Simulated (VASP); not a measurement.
# ZrSi2 (P1) in VASP: single point with PBE

Aim: the single point of ZrSi2 with PBE.

Program: VASP 6.6.1. These are calculated values, not measurements. Logs are shortened: lines on timing, memory, paths and dates and some standing lists are left out, and cuts for length are marked.

**1. The cell of the first run**

The typed cell holds 3 atoms: a = 5.162 Å, b = 5.163 Å, c = 5.160 Å, α = 142.15°, β = 143.28°, γ = 52.93°.

**2. Single point, PBE (atoms moved at random and the cell strained at random)**

Contents of INCAR:

```
PREC     = Accurate       # precision mode
ENCUT    = 520            # plane-wave cutoff, eV
EDIFF    = 1E-7           # SCF threshold, eV
ISMEAR   = 0              # smearing method
SIGMA    = 0.05           # smearing width, eV
LREAL    = F              # projectors in reciprocal space
LASPH    = T              # aspherical terms in the spheres
NELM     = 100            # most SCF steps
ALGO     = Normal         # electronic algorithm
ISIF     = 2              # what is computed and relaxed
LWAVE    = F              # write WAVECAR
LCHARG   = F              # write CHGCAR
GGA      = PE             # functional
NBANDS   = 17             # bands
```

Contents of KPOINTS:

```
Automatic mesh
0
Gamma
  14 14 14
```

Contents of POSCAR:

```
ZrSi2
1.0
   -1.6259925918      1.6274612250      4.6211899521
    1.6755856381     -1.5779486265      4.6212187937
    1.6716553001      1.6236113348     -4.6034390185
Zr Si
1 2
Direct
   -0.0061457298     -0.0490163607     -0.0206193690
    0.3092350693      0.3412590300      0.0148058890
    0.6969106605      0.7077573307      0.0058134800
```

Potentials or basis: VASP PAW PBE potentials, release 64 (Zr_sv, Si).

The run is started by

```bash
cat potpaw_PBE.64/Zr_sv/POTCAR potpaw_PBE.64/Si/POTCAR > POTCAR
mpirun -np 1 vasp_std > vasp.out
```

OUTCAR:

```text
PREC = Accurate
   ENCUT = 520
   EDIFF = 1E-7
   ISMEAR = 0
   LREAL = F
   LASPH = T
   NELM = 100
   ISIF = 2
   GGA = PE

 ion  position               nearest neighbor table
   1  0.994  0.951  0.979-   2 2.62   3 2.62   2 2.76   2 2.87   2 2.91   3 2.96   3 3.03   2 3.10
                             3 3.15   3 3.18
   2  0.309  0.341  0.015-   3 2.50   3 2.57   3 2.59   1 2.62   3 2.64   1 2.76   1 2.87   1 2.91
                             1 3.10
   3  0.697  0.708  0.006-   2 2.50   2 2.57   2 2.59   1 2.62   2 2.64   1 2.96   1 3.03   1 3.15
                             1 3.18

  LATTYP: Found a triclinic cell.
 ALAT       =     3.2514416753
 B/A-ratio  =     1.4550195565
 C/A-ratio  =     1.5876521358
 COS(alpha) =     0.0005186687
 COS(beta)  =     0.3156955174
 COS(gamma) =     0.7068837705

  Lattice vectors:

 A1 = (  -0.0456627083,  -3.2510725598,  -0.0177509336)
 A2 = (  -3.3929036465,  -3.2967352681,  -0.0355307088)
 A3 = (   1.6259925918,  -1.6274612250,  -4.6211899521)

Analysis of symmetry for initial positions (statically):
=====================================================================
 Subroutine PRICEL returns:
 Original cell was already a primitive cell.

 Routine SETGRP: Setting up the symmetry group for a
 triclinic supercell.

 Subroutine GETGRP returns: Found  1 space group operations
 (whereof  1 operations were pure point group operations)
 out of a pool of  2 trial point group operations.

The static configuration has the point symmetry C_1 .

Analysis of symmetry for dynamics (positions and initial velocities):
=====================================================================
 Subroutine PRICEL returns:
 Original cell was already a primitive cell.

 Routine SETGRP: Setting up the symmetry group for a
 triclinic supercell.

 Subroutine GETGRP returns: Found  1 space group operations
 (whereof  1 operations were pure point group operations)
 out of a pool of  2 trial point group operations.

The dynamic configuration has the point symmetry C_1 .

 Subroutine INISYM returns: Found  1 space group operations
 (whereof  1 operations are pure point group operations),
 and found     1 'primitive' translations

----------------------------------------------------------------------------------------

                                     Primitive cell

  volume of cell :      50.2760

  direct lattice vectors                    reciprocal lattice vectors
    -1.625992592  1.627461225  4.621189952    -0.004755209  0.307075671  0.106577380
     1.675585638 -1.577948627  4.621218794     0.298252253 -0.004771240  0.106622097
     1.671655300  1.623611335 -4.603439018     0.294630642  0.303470092 -0.003206656

  length of vectors
     5.162158320  5.162671037  5.159670145     0.325079710  0.316773488  0.422979426

  position of ions in fractional coordinates (direct lattice)
     0.993854270  0.950983639  0.979380631
     0.309235069  0.341259030  0.014805889
     0.696910661  0.707757331  0.005813480

  ion indices of the primitive-cell ions
   primitive index   ion index
                 1           1
                 2           2
                 3           3

----------------------------------------------------------------------------------------

 KPOINTS: Automatic mesh

Automatic generation of k-mesh.
 Grid dimensions read from file:
 generate k-points for:   14   14   14

 Generating k-lattice:

  Cartesian coordinates                     Fractional coordinates (reciprocal lattice)
    -0.000339658  0.021933976  0.007612670     0.071428571 -0.000000000  0.000000000
     0.021303732 -0.000340803  0.007615864    -0.000000000  0.071428571  0.000000000
     0.021045046  0.021676435 -0.000229047     0.000000000 -0.000000000  0.071428571

  Length of vectors
     0.023219979  0.022626678  0.030212816

  Shift w.r.t. Gamma in fractional coordinates (k-lattice)
     0.000000000  0.000000000  0.000000000

 Subroutine IBZKPT returns following result:
 ===========================================

 Found   1376 irreducible k-points:

 Following reciprocal coordinates:
            Coordinates               Weight
  0.000000  0.000000  0.000000      1.000000
  0.071429 -0.000000  0.000000      2.000000
  0.142857  0.000000  0.000000      2.000000
  0.214286  0.000000 -0.000000      2.000000
  0.285714  0.000000 -0.000000      2.000000
  0.357143  0.000000 -0.000000      2.000000
[... 16 lines left out ...]
 -0.000000  0.142857 -0.000000      2.000000
  0.071429  0.142857 -0.000000      2.000000
 [... further k-points ...]
   k-points           NKPTS =   1376   k-points in BZ     NKDIM =   1376   number of bands    NBANDS=     17
   number of dos      NEDOS =    301   number of ions     NIONS =      3
   total plane-waves  NPLWV =  64000
   dimension x,y,z NGX =    40 NGY =   40 NGZ =   40
   dimension x,y,z NGXF=    80 NGYF=   80 NGZF=   80
   ions per type =               1   2
   NGX,Y,Z   is equivalent  to a cutoff of  12.88, 12.88, 12.89 a.u.
   NGXF,Y,Z  is equivalent  to a cutoff of  25.76, 25.76, 25.78 a.u.
 SYSTEM =  unknown system
   PREC   = accura    normal or accurate (medium, high low for compatibility)
   ISTART =      0    job   : 0-new  1-cont  2-samecut
   ICHARG =      2    charge: 1-file 2-atom 10-const
   ISPIN  =      1    spin polarized calculation?
   LNONCOLLINEAR =      F non collinear calculations
   LSORBIT =      F    spin-orbit coupling
   LASPH  =      T    aspherical Exc in radial PAW
   ENCUT  =  520.0 eV  38.22 Ry    6.18 a.u.   9.60  9.60  9.59*2*pi/ulx,y,z
   NELM   =    100;   NELMIN=  2; NELMDL= -5     # of ELM steps
   EDIFF  = 0.1E-06   stopping-criterion for ELM
   LREAL  =      F    real-space projection
   EDIFFG = 0.1E-05   stopping-criterion for IOM
   NSW    =      0    number of steps for IOM
   IBRION =     -1    ionic relax: 0-MD 1-quasi-New 2-CG
   NFREE  =      0    steps in history (QN), initial steepest desc. (CG)
   ISIF   =      2    stress and relaxation
   ISYM   =      2    0-nonsym 1-usesym 2-fastsym
   POTIM  = 0.5000    time-step for ionic-motion
   TEBEG  =    0.0;   TEEND  =   0.0 temperature during run
   PSTRESS=    0.0 pullay stress
   NELECT =      20.0000    total number of electrons
   NUPDOWN=      -1.0000    fix difference up-down
   EMIN   =  10.00;   EMAX   =-10.00  energy-range for DOS
   EFERMI =   0.00;   METHOD = LEGACY
   ISMEAR =     0;   SIGMA  =   0.05  broadening in eV -4-tet -1-fermi 0-gaus
   EFERMI_NEDOS =   21; number of points for ismear=-14 and -15
   IALGO  =     38    algorithm
   IMIX   =      4    mixing-type and parameters
     AMIX     =   0.40;   BMIX     =  1.00
     AMIX_MAG =   1.60;   BMIX_MAG =  1.00
  volume/ion in A,a.u.               =      16.76       113.09
  Fermi-wavevector in a.u.,A,eV,Ry     =   1.204013  2.275255 19.723652  1.449648
  Thomas-Fermi vector in A             =   2.339750
   LORBIT       =      0    0 simple, 1 ext, 2 COOP (PROOUT), +10 PAW based schemes
   GGA     = PE    functional components
   LHFCALC =     F    Hartree Fock is set to
   AEXX    =    0.0000 exact exchange contribution
   IVDW    =     0    specifies the selected vdW correction
   LEPSILON=     F    determine dielectric tensor
   LRPA    =     F    only Hartree local field effects (RPA)
 non-spin polarized calculation
 Gauss-broadening in eV      SIGMA  =   0.05
  energy-cutoff  :      520.00
  volume of cell :       50.28
 maximum number of plane-waves:      1372
   NGX = 19   NGY = 19   NGZ = 19

 number of electron      20.0000000 magnetization

 Free energy of the ion-electron system (eV)
  ---------------------------------------------------
  ext. energy  EPLUGINS =         0.00000000
  ---------------------------------------------------
  free energy    TOTEN  =       -20.18839578 eV

  energy without entropy =      -20.18546437  energy(sigma->0) =      -20.18693007

 E-fermi :   9.6266     XC(G=0): -11.2792

 val. band max:        9.6256270307   @ k =   0.1429   0.2857   0.1429
 cond. band min:       9.6272162870   @ k =  -0.1429   0.4286   0.5000
 fundamental gap:      0.0015892562
 Fermi energy:         9.6265525730

 k-point     1 :       0.0000    0.0000    0.0000
  band No.  band energies     occupation
      1     -38.7750      2.00000
      2     -16.9480      2.00000
      3     -16.7004      2.00000
      4     -16.6187      2.00000
      5      -2.4427      2.00000
      6       4.9564      2.00000
[... 9 lines left out ...]
     16      14.9589      0.00000
     17      14.9977      0.00000

 k-point     2 :       0.0714   -0.0000    0.0000
  band No.  band energies     occupation
      1     -38.7730      2.00000
      2     -16.9452      2.00000
      3     -16.7015      2.00000
      4     -16.6406      2.00000
      5      -2.3613      2.00000
      6       4.8817      2.00000
[... 9 lines left out ...]
     16      14.8234      0.00000
     17      15.4054      0.00000

 k-point     3 :       0.1429    0.0000    0.0000
  band No.  band energies     occupation
      1     -38.7672      2.00000
      2     -16.9373      2.00000
      3     -16.7330      2.00000
      4     -16.6732      2.00000
      5      -2.1203      2.00000
      6       4.6981      2.00000
[... 9 lines left out ...]
     16      14.7764      0.00000
     17      16.1174      0.00000

 k-point     4 :       0.2143    0.0000   -0.0000
  band No.  band energies     occupation
      1     -38.7588      2.00000
      2     -16.9261      2.00000
      3     -16.8257      2.00000
      4     -16.6712      2.00000
      5      -1.7286      2.00000
      6       4.3651      2.00000
[... 9 lines left out ...]
     16      14.8805      0.00000
     17      16.8579      0.00000

 k-point     5 :       0.2857    0.0000   -0.0000
  band No.  band energies     occupation
      1     -38.7495      2.00000
      2     -16.9363      2.00000
      3     -16.9104      2.00000
      4     -16.6622      2.00000
      5      -1.1995      2.00000
      6       3.7476      2.00000
[... 9 lines left out ...]
     16      14.9554      0.00000
     17      16.4786      0.00000

 k-point     6 :       0.3571    0.0000   -0.0000
  band No.  band energies     occupation
      1     -38.7411      2.00000
      2     -17.0307      2.00000
      3     -16.9005      2.00000
      4     -16.6532      2.00000
      5      -0.5500      2.00000
      6       2.9017      2.00000
[... 9 lines left out ...]
     16      14.8213      0.00000
     17      16.0014      0.00000

 k-point     7 :       0.4286    0.0000   -0.0000
  band No.  band energies     occupation
      1     -38.7352      2.00000
      2     -17.0963      2.00000
      3     -16.8925      2.00000
      4     -16.6468      2.00000
      5       0.1955      2.00000
      6       1.9958      2.00000
[... 9 lines left out ...]
     16      14.7474      0.00000
     17      15.8203      0.00000

 k-point     8 :       0.5000    0.0000   -0.0000
  band No.  band energies     occupation
      1     -38.7331      2.00000
      2     -17.1196      2.00000
      3     -16.8896      2.00000
      4     -16.6445      2.00000
      5       0.8448      2.00000
      6       1.2879      2.00000
[... 9 lines left out ...]
     16      14.7345      0.00000
     17      15.9350      0.00000
[... 203 lines left out ...]
      1     -38.7480      2.00000
      2     -16.9349      2.00000
      3     -16.9070      2.00000
      4     -16.6807      2.00000
      5      -1.1566      2.00000
      6       3.8032      2.00000
[... 9 lines left out ...]
     16      15.3132      0.00000
     17      16.3966      0.00000

 k-point    20 :      -0.2143    0.0714    0.0000
  band No.  band energies     occupation
      1     -38.7573      2.00000
      2     -16.9226      2.00000
      3     -16.8256      2.00000
      4     -16.6891      2.00000
      5      -1.6809      2.00000
      6       4.4914      2.00000
[... 9 lines left out ...]
     16      15.3008      0.00000
     17      16.5463      0.00000

 k-point    21 :      -0.1429    0.0714    0.0000
  band No.  band energies     occupation
      1     -38.7657      2.00000
      2     -16.9342      2.00000
      3     -16.7392      2.00000
      4     -16.6852      2.00000
      5      -2.0641      2.00000
      6       4.8677      2.00000
[... 9 lines left out ...]
     16      15.1557      0.00000
     17      15.8115      0.00000

 k-point    22 :      -0.0714    0.0714   -0.0000
  band No.  band energies     occupation
      1     -38.7715      2.00000
      2     -16.9425      2.00000
      3     -16.7193      2.00000
      4     -16.6411      2.00000
      5      -2.2946      2.00000
      6       4.9729      2.00000
[... 9 lines left out ...]
     16      15.0732      0.00000
     17      15.2347      0.00000

 k-point    23 :      -0.0000    0.1429   -0.0000
  band No.  band energies     occupation
      1     -38.7694      2.00000
      2     -16.9404      2.00000
      3     -16.7708      2.00000
      4     -16.6163      2.00000
      5      -2.1356      2.00000
      6       4.6089      2.00000
[... 9 lines left out ...]
     16      14.7626      0.00000
     17      15.7463      0.00000

 k-point    24 :       0.0714    0.1429   -0.0000
  band No.  band energies     occupation
      1     -38.7674      2.00000
      2     -16.9387      2.00000
      3     -16.7674      2.00000
      4     -16.6413      2.00000
      5      -2.0376      2.00000
      6       4.4435      2.00000
[... 9 lines left out ...]
     16      15.0282      0.00000
     17      15.8508      0.00000

 [... further k-points ...]
[... 5 lines left out ...]
  --------------------------------------------------------------------------------------
  -------------------------------------------------------------------------------------
  Total        0.4572421      0.5729103      1.0914946     -0.4637521     -0.6075204      0.4773636
  in kB       14.5712203     18.2572916     34.7833423    -14.7786790    -19.3602343     15.2124447
  external PRESSURE =      22.5372848 kB  Pullay stress =       0.0000000 kB

 VOLUME and BASIS-vectors are now :
 -----------------------------------------------------------------------------
  energy-cutoff  :      520.00
  volume of cell :       50.28
      direct lattice vectors                 reciprocal lattice vectors
    -1.625992592  1.627461225  4.621189952    -0.004755209  0.307075671  0.106577380
     1.675585638 -1.577948627  4.621218794     0.298252253 -0.004771240  0.106622097
     1.671655300  1.623611335 -4.603439018     0.294630642  0.303470092 -0.003206656

 POSITION                                       TOTAL-FORCE (eV/Angst)
 -----------------------------------------------------------------------------------
      1.61464      1.70699      4.47897         0.755216     -0.353644      2.386107
      0.09375     -0.01118      2.93791        -0.871152      0.388469     -1.087908
      0.06245      0.02683      6.46450         0.115936     -0.034825     -1.298198
 -----------------------------------------------------------------------------------
    total drift:                               -0.000025      0.000030     -0.000025

  FREE ENERGIE OF THE ION-ELECTRON SYSTEM (eV)
  ---------------------------------------------------
  free  energy   TOTEN  =       -20.1883957794 eV

  energy  without entropy=      -20.1854643654  energy(sigma->0) =      -20.18693007
```

Run time: 13 min. Hardware: 1 thread of Intel Xeon 6975P-C (Granite Rapids), shared host; peak memory 1.2 GiB.

What came out:

| Quantity | Value |
| --- | --- |
| Free energy | -20.1884 eV |
| Pressure | 2.3 GPa |
| Largest force | 2.528 eV/Å |
| Band gap on the k mesh | zero (band 10 reaches 10.21 eV, above the bottom of band 11 at 8.94 eV) |

Forces on the atoms (eV/Å):
```
Zr   0.755 -0.354  2.386
Si  -0.871  0.388 -1.088
Si   0.116 -0.035 -1.298
```

Caveat: the cell differs from its parent crystal (atoms moved at random and the cell strained at random); forces of over 1 eV/Å act on the atoms, so gaps and moduli don't describe the material at rest.
